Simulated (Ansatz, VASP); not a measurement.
## BAs: VASP beside Ansatz

File POSCAR:

```
BAs
1.0
    0.0000000000      2.0625443297      2.0625443297
    2.0625443297      0.0000000000      2.0625443297
    2.0625443297      2.0625443297      0.0000000000
B As
1 1
Direct
    0.0000000000      0.0000000000      0.0000000000
    0.5000000000      0.5000000000      0.5000000000
```

File INCAR.step1:

```
PREC = Accurate ; ENCUT = 520
ISMEAR = -1 ; SIGMA = 0.05
LREAL = False ; LASPH = True
NELM = 100 ; NBANDS = 11
GGA = PE ; ALGO = Normal
EDIFF = 1E-4 ; LWAVE = True
LCHARG = False
```

File INCAR.step2:

```
PREC = Accurate ; ENCUT = 520
EDIFF = 1E-6 ; ISMEAR = -1
SIGMA = 0.05 ; LREAL = False
LASPH = True ; NELM = 100
ALGO = Normal ; ISIF = 2
LWAVE = False ; LCHARG = False
METAGGA = R2SCAN ; LMIXTAU = True
NBANDS = 11 ; ISTART = 1
```

KPOINTS

```
Automatic mesh
0
Gamma
  15 15 15
```

Input for Ansatz:

```yaml
crystal:
  lattice:
    - [0.0, 2.0625443297, 2.0625443297]
    - [2.0625443297, 0.0, 2.0625443297]
    - [2.0625443297, 2.0625443297, 0.0]
  atoms:
    - { symbol: B, position: [0.0, 0.0, 0.0] }
    - { symbol: As, position: [0.5, 0.5, 0.5] }
kpoints:
  mp_grid: { grid: [15, 15, 15] }
scf:
  occupations: { method: fermi_dirac, width: 0.05 }
hamiltonian:
  xc: r2scan
  pseudopotentials: { kind: paw }
output:
  forces: true
  stress: true
  eigenvalues: true
  populations: true
```

Change from the starting cell: volume scaled by 0.72, PAW files.

Alike in both runs: task single point; functional r2SCAN; k mesh 15 × 15 × 15; occupations fermi-dirac, width 0.05 eV; no spin polarisation.

|  | VASP | Ansatz |
| --- | --- | --- |
| version | VASP 6.6.1 | Ansatz 0.2.0 |
| potentials or method | VASP PAW PBE potentials, release 64 (B, As) | PAW with Ansatz's default frozen-core files, scalar-relativistic |
| plane-wave cutoff (eV) | 520 | 500 |
| valence electrons in the cell | 8 | 18 |

|  | VASP | Ansatz | Ansatz less VASP |
| --- | --- | --- | --- |
| pressure (GPa) | 86.9 | 85.5 | -1.38 |

VASP's potentials were made for PBE, not for r2SCAN. Both programs put the cell under a high pressure, so it lies far from rest at this level. VASP's potentials hold 8 valence electrons a cell and Ansatz's 18, so a difference there can come from the potentials and not from the codes.

Noted on VASP's run: the cell as given lies far from equilibrium.
